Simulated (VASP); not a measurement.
Runs of VASP 6.6.1 on InP. The structure is that of space group F-43m (No. 216), or close to it. The cells are those of the table. 

```tsv
cell	gap on the mesh (eV)	pressure (GPa)
a = 4.094 Å, angles 60.0°, 2 atoms	0.90	6.5
a = 4.219 Å, angles 60.0°, 2 atoms	0.40	-0.1
a = 4.010 Å, angles 60.0°, 2 atoms	1.23	(b)
a = 4.136 Å, angles 60.0°, 2 atoms	(a)	4.0
a = 4.052 Å, angles 60.0°, 2 atoms	1.07	(c)
```

Alike in all rows: task single point; level PBE; potentials or basis VASP PAW PBE potentials, release 64 (In_d, P); no spin polarisation; k mesh 4 × 4 × 4; cutoff (eV) 500; smearing gaussian 0.01 eV.

Question: Fill in the values left out.

Answer: (a) 0.73; (b) 12.7; (c) 9.4.

Caveats: all runs use coarse meshes; spin-orbit coupling is left out, which moves the levels of the heavy elements.

A k mesh can miss the band edges, and the runs leave out spin-orbit coupling on In.
